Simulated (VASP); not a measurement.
# NaCl (P4/mmm) in VASP: a series of runs

Runs on NaCl. Level: PBE. Tasks: single point.

Program: VASP 6.6.1. These are calculated values, not measurements. Logs are shortened: lines on timing, memory, paths and dates and some standing lists are left out, and cuts for length are marked.

### 1 The cell of the first run

Symmetry: P4/mmm, No. 123, tetragonal system. Conventional cell: a = 2.803 Å, b = 2.803 Å, c = 2.860 Å, α = 90.00°, β = 90.00°, γ = 90.00°. Within 3.2 Å of Na (site symmetry 4/mmm) lie 8 Cl at 2.44 Å and 6 Na at 2.80 to 2.86 Å. Cl (site symmetry 4/mmm) has 8 Na at 2.44 Å and 6 Cl at 2.80 to 2.86 Å within 3.2 Å.

### 2 Single point, PBE (equal xx and yy strain of -2 %)

INCAR

```
SYSTEM = NaCl
ALGO = Normal ; EDIFF = 1E-6
ENCUT = 500 ; GGA = PE
GGA_COMPAT = .False. ; ISIF = 2
ISMEAR = -1 ; LASPH = .True.
LCHARG = .False. ; LREAL = .False.
LWAVE = .False. ; NBANDS = 14
NELM = 120 ; PREC = Accurate
SIGMA = 0.02
```

KPOINTS

```
k-points
0
Gamma
  8 8 8
  0 0 0
```

POSCAR

```
NaCl
1.0
    2.8028000000      0.0000000000      0.0000000000
    0.0000000000      2.8028000000      0.0000000000
    0.0000000000      0.0000000000      2.8600000000
Na Cl
1 1
Direct
    0.0000000000      0.0000000000      0.0000000000
    0.5000000000      0.5000000000      0.5000000000
```

Potentials or basis: VASP PAW PBE potentials, release 64 (Na_pv, Cl).

Run with:

```
$ cat potpaw_PBE.64/Na_pv/POTCAR potpaw_PBE.64/Cl/POTCAR > POTCAR
$ mpirun -np 1 vasp_std > vasp.out
```

OUTCAR:

```text
SYSTEM = NaCl
   EDIFF = 1E-6
   ENCUT = 500
   GGA = PE
   ISIF = 2
   ISMEAR = -1
   LASPH = .True.
   LREAL = .False.
   NELM = 120
   PREC = Accurate

 ion  position               nearest neighbor table
   1  0.000  0.000  0.000-   2 2.44   2 2.44   2 2.44   2 2.44   2 2.44   2 2.44   2 2.44   2 2.44

   2  0.500  0.500  0.500-   1 2.44   1 2.44   1 2.44   1 2.44   1 2.44   1 2.44   1 2.44   1 2.44

  LATTYP: Found a simple tetragonal cell.
 ALAT       =     2.8028000000
 C/A-ratio  =     1.0204081633

  Lattice vectors:

 A1 = (   2.8028000000,   0.0000000000,   0.0000000000)
 A2 = (   0.0000000000,   2.8028000000,   0.0000000000)
 A3 = (   0.0000000000,   0.0000000000,   2.8600000000)

Analysis of symmetry for initial positions (statically):
=====================================================================
 Subroutine PRICEL returns:
 Original cell was already a primitive cell.

 Routine SETGRP: Setting up the symmetry group for a
 simple tetragonal supercell.

 Subroutine GETGRP returns: Found 16 space group operations
 (whereof 16 operations were pure point group operations)
 out of a pool of 16 trial point group operations.

The static configuration has the point symmetry D_4h.

Analysis of symmetry for dynamics (positions and initial velocities):
=====================================================================
 Subroutine PRICEL returns:
 Original cell was already a primitive cell.

 Routine SETGRP: Setting up the symmetry group for a
 simple tetragonal supercell.

 Subroutine GETGRP returns: Found 16 space group operations
 (whereof 16 operations were pure point group operations)
 out of a pool of 16 trial point group operations.

The dynamic configuration has the point symmetry D_4h.

 Subroutine INISYM returns: Found 16 space group operations
 (whereof 16 operations are pure point group operations),
 and found     1 'primitive' translations

----------------------------------------------------------------------------------------

                                     Primitive cell

  volume of cell :      22.4673

  direct lattice vectors                    reciprocal lattice vectors
     2.802800000  0.000000000  0.000000000     0.356786071  0.000000000  0.000000000
     0.000000000  2.802800000  0.000000000     0.000000000  0.356786071  0.000000000
     0.000000000  0.000000000  2.860000000     0.000000000  0.000000000  0.349650350

  length of vectors
[... 85 lines left out ...]
   NSW    =      0    number of steps for IOM
   IBRION =     -1    ionic relax: 0-MD 1-quasi-New 2-CG
   NFREE  =      0    steps in history (QN), initial steepest desc. (CG)
   ISIF   =      2    stress and relaxation
   ISYM   =      2    0-nonsym 1-usesym 2-fastsym
   POTIM  = 0.5000    time-step for ionic-motion
   TEBEG  =    0.0;   TEEND  =   0.0 temperature during run
   PSTRESS=    0.0 pullay stress
   NELECT =      14.0000    total number of electrons
   NUPDOWN=      -1.0000    fix difference up-down
   EMIN   =  10.00;   EMAX   =-10.00  energy-range for DOS
   EFERMI =   0.00;   METHOD = LEGACY
   ISMEAR =    -1;   SIGMA  =   0.02  broadening in eV -4-tet -1-fermi 0-gaus
   EFERMI_NEDOS =   21; number of points for ismear=-14 and -15
   IALGO  =     38    algorithm
   IMIX   =      4    mixing-type and parameters
     AMIX     =   0.40;   BMIX     =  1.00
     AMIX_MAG =   1.60;   BMIX_MAG =  1.00
  volume/ion in A,a.u.               =      11.23        75.81
  Fermi-wavevector in a.u.,A,eV,Ry     =   1.398301  2.642406 26.602744  1.955247
  Thomas-Fermi vector in A             =   2.521473
   LORBIT       =      0    0 simple, 1 ext, 2 COOP (PROOUT), +10 PAW based schemes
   GGA     = PE    functional components
   LHFCALC =     F    Hartree Fock is set to
   AEXX    =    0.0000 exact exchange contribution
   IVDW    =     0    specifies the selected vdW correction
   LEPSILON=     F    determine dielectric tensor
   LRPA    =     F    only Hartree local field effects (RPA)
 non-spin polarized calculation
  energy-cutoff  :      500.00
  volume of cell :       22.47
 maximum number of plane-waves:       595
   NGX = 11   NGY = 11   NGZ = 11

 number of electron      14.0000018 magnetization

 Free energy of the ion-electron system (eV)
  ---------------------------------------------------
  ext. energy  EPLUGINS =         0.00000000
  ---------------------------------------------------
  free energy    TOTEN  =        -3.78579173 eV

  energy without entropy =       -3.78579173  energy(sigma->0) =       -3.78579173

 E-fermi :   7.9428     XC(G=0): -11.5871

 val. band max:        7.5131678020   @ k =   0.5000   0.0000   0.5000
 cond. band min:      11.6660376163   @ k =   0.5000   0.0000   0.5000
 fundamental gap:      4.1528698143
 Fermi energy:         7.9427621655

 k-point     1 :       0.0000    0.0000    0.0000
  band No.  band energies     occupation
      1     -15.4534      2.00000
      2     -15.4361      2.00000
      3     -15.4361      2.00000
      4      -9.9286      2.00000
      5       5.8413      2.00000
      6       6.2154      2.00000
      7       6.2154      2.00000
      8      13.7021      0.00000
      9      13.9869      0.00000
     10      15.2682      0.00000
     11      25.2085      0.00000
     12      25.2085      0.00000
     13      25.6690      0.00000
     14      30.2223      0.00000
[... 377 lines left out ...]
      1     -15.8903      2.00000
      2     -15.4524      2.00000
      3     -15.4350      2.00000
      4      -7.8789      2.00000
      5       0.5279      2.00000
      6       5.5495      2.00000
      7       5.8848      2.00000
      8      17.2201      0.00000
      9      17.5425      0.00000
     10      18.0403      0.00000
     11      18.5379      0.00000
     12      23.2904      0.00000
     13      24.5551      0.00000
     14      25.2401      0.00000

 [... further k-points ...]
[... 5 lines left out ...]
  --------------------------------------------------------------------------------------
  -------------------------------------------------------------------------------------
  Total       10.9455390     10.9455390     10.1636430      0.0000000      0.0000000      0.0000000
  in kB      780.5441670    780.5441670    724.7858973      0.0000000      0.0000000      0.0000000
  external PRESSURE =     761.9580771 kB  Pullay stress =       0.0000000 kB

 VOLUME and BASIS-vectors are now :
 -----------------------------------------------------------------------------
  energy-cutoff  :      500.00
  volume of cell :       22.47
      direct lattice vectors                 reciprocal lattice vectors
     2.802800000  0.000000000  0.000000000     0.356786071  0.000000000  0.000000000
     0.000000000  2.802800000  0.000000000     0.000000000  0.356786071  0.000000000
     0.000000000  0.000000000  2.860000000     0.000000000  0.000000000  0.349650350

 POSITION                                       TOTAL-FORCE (eV/Angst)
 -----------------------------------------------------------------------------------
      0.00000      0.00000      0.00000         0.000000      0.000000      0.000000
      1.40140      1.40140      1.43000         0.000000      0.000000      0.000000
 -----------------------------------------------------------------------------------
    total drift:                                0.000000      0.000000     -0.000000

  FREE ENERGIE OF THE ION-ELECTRON SYSTEM (eV)
  ---------------------------------------------------
  free  energy   TOTEN  =        -3.7857917302 eV

  energy  without entropy=       -3.7857917302  energy(sigma->0) =       -3.78579173
```

stdout:

```text
POSCAR found type information on POSCAR NaCl
 POSCAR found :  2 types and       2 ions
 scaLAPACK will be used
 LDA part: xc-table for (Slater+PW92), standard interpolation
 POSCAR, INCAR and KPOINTS ok, starting setup
 FFT: planning ... GRIDC
 FFT: planning ... GRID_SOFT
 FFT: planning ... GRID
 WAVECAR not read
 entering main loop
```

Wall time 39 s (1 thread of Intel Xeon 8259CL, shared host); peak memory 0.1 GiB.

Results:

```
Free energy            : -3.7858 eV
Pressure               : 76.2 GPa
Band gap on the k mesh : 4.15 eV
```

Levels at points of the mesh, in eV from the valence-band top:
```
           k point  band 4  band 5  band 6  band 7  band 8  band 9  band 10  band 11
(0.00, 0.00, 0.00)  -17.44   -1.67   -1.30   -1.30    6.19    6.47     7.75    17.70
(0.50, 0.00, 0.00)  -15.58   -7.37   -1.15   -0.77    8.93    9.48    12.34    12.85
(0.50, 0.50, 0.00)  -14.76   -5.70   -5.70   -0.26    4.16   10.51    12.34    12.34
(0.00, 0.00, 0.50)  -15.72   -7.33   -0.87   -0.87    9.01    9.44    12.87    12.87
(0.50, 0.00, 0.50)  -14.91   -5.82   -5.63    0.00    4.15   10.76    12.78    12.86
(0.50, 0.50, 0.50)  -13.53   -5.22   -5.22   -5.05    6.05    6.18     6.18    17.42
```

Caveat: the cell differs from its parent crystal (equal xx and yy strain of -2 %); the stress differs along the axes, from 72 to 78 GPa. A k mesh can miss the band edges.

### 3 Single point, PBE (equal xx and yy strain of +3 %)

INCAR

```
PREC = Accurate ; ENCUT = 500
EDIFF = 1E-6 ; ISMEAR = -1
SIGMA = 0.02 ; LREAL = False
LASPH = True ; NELM = 120
ALGO = Normal ; ISIF = 2
LWAVE = False ; LCHARG = True
GGA = PE ; LELF = True
LVHAR = True ; NBANDS = 14
GGA_COMPAT = False
```

KPOINTS

```
regular mesh
0
Gamma
  8 8 8
```

POSCAR

```
NaCl
1.0
    2.9458000000      0.0000000000      0.0000000000
    0.0000000000      2.9458000000      0.0000000000
    0.0000000000      0.0000000000      2.8600000000
Na Cl
1 1
Direct
    0.0000000000      0.0000000000      0.0000000000
    0.5000000000      0.5000000000      0.5000000000
```

Potentials or basis: VASP PAW PBE potentials, release 64 (Na_pv, Cl).

Run with:

```
$ cat potpaw_PBE.64/Na_pv/POTCAR potpaw_PBE.64/Cl/POTCAR > POTCAR
$ mpirun -np 1 vasp_std > vasp.out
```

It took 46 s on 1 thread of Intel Xeon 8259CL, shared host; peak memory 0.12 GiB.

It converged, with:

* Free energy: -4.7052 eV
* Pressure: 51.4 GPa
* Band gap on the k mesh: 4.36 eV

Stress tensor (GPa, compression positive):
```
49.06  0.00  0.00
 0.00 49.06  0.00
 0.00  0.00 56.04
```

Levels at points of the mesh, in eV from the valence-band top:
| k point | band 5 | band 6 | band 7 | band 8 | band 9 | band 10 |
| --- | --- | --- | --- | --- | --- | --- |
| (0.00, 0.00, 0.00) | -1.56 | -1.56 | -1.06 | 6.47 | 6.59 | 7.17 |
| (0.50, 0.00, 0.00) | -6.61 | -1.15 | -0.65 | 8.68 | 9.42 | 12.25 |
| (0.50, 0.50, 0.00) | -5.22 | -5.22 | 0.00 | 4.36 | 10.71 | 13.08 |
| (0.00, 0.00, 0.50) | -6.65 | -1.02 | -1.02 | 8.72 | 9.28 | 12.25 |
| (0.50, 0.00, 0.50) | -5.30 | -5.06 | -0.35 | 4.41 | 10.35 | 12.36 |
| (0.50, 0.50, 0.50) | -4.76 | -4.54 | -4.54 | 6.21 | 6.21 | 6.36 |

Caveat: the cell differs from its parent crystal (equal xx and yy strain of +3 %); the stress differs along the axes, from 49 to 56 GPa. A k mesh can miss the band edges.
